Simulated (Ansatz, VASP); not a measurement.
# One calculation of Lu2Ir2O7, two programs

```
CELL_PARAMETERS angstrom
0.00000 5.07745 5.07745
5.07745 0.00000 5.07745
5.07745 5.07745 0.00000
ATOMIC_POSITIONS crystal
Lu 0.12500 0.12500 0.12500
Lu 0.62500 0.12500 0.12500
Lu 0.12500 0.12500 0.62500
Lu 0.12500 0.62500 0.12500
Ir 0.62500 0.62500 0.62500
Ir 0.12500 0.62500 0.62500
Ir 0.62500 0.62500 0.12500
Ir 0.62500 0.12500 0.62500
O 0.00000 0.00000 0.00000
O 0.25000 0.25000 0.25000
O 0.53552 0.96448 0.96448
O 0.71448 0.28552 0.28552
O 0.71448 0.28552 0.71448
O 0.53552 0.96448 0.53552
O 0.96448 0.53552 0.53552
O 0.28552 0.71448 0.71448
O 0.28552 0.71448 0.28552
O 0.96448 0.53552 0.96448
O 0.71448 0.71448 0.28552
O 0.53552 0.53552 0.96448
O 0.28552 0.28552 0.71448
O 0.96448 0.96448 0.53552
```

Alike in both runs: functional PBE; k mesh 4 × 4 × 4; occupations gaussian, width 0.05 eV; collinear spin; Hubbard terms Ir d U = 2.0 eV.

Ansatz relaxed the structure, and its values are those at the end. VASP's run is a single point on that final structure, the one shown.

|  | VASP | Ansatz |
| --- | --- | --- |
| version | VASP 6.6.1 | Ansatz 0.2.0 |
| potentials or method | VASP PAW PBE potentials, release 64 (Lu, Ir, O), cutoff 520 eV | scalar-relativistic, plane waves, PAW |
| valence electrons in the cell | 220 | 252 |

Ansatz gave:

| Item | Value |
| --- | --- |
| gap on the k mesh at the Fermi level (eV) | none |
| pressure (GPa) | 0.0 |
| rms of the force components (eV/Å) | 0.000 |
| net moment per atom (μB) | 0.18 |
| size of the moment on the site where the two differ most (μB) | 0.47 |

Q: Which values does VASP return?

A: gap on the k mesh at the Fermi level (eV): none; pressure (GPa): 0.8; rms of the force components (eV/Å): 0.006; net moment per atom (μB): 0.18; size of the moment on the site where the two differ most (μB): 0.70.

Site moments also hang on the region over which each program counts them. The programs project onto different local orbitals, so the same U acts differently, and such runs can settle in different states. A gap of «none» marks a metal or a gap that the smearing closes. VASP's potentials hold 220 valence electrons a cell and Ansatz's 252, so a difference there can come from the potentials and not from the codes. Ansatz's warnings: filled band counts differ across k points, stress scf threshold loose.

Spin-orbit coupling is off throughout.
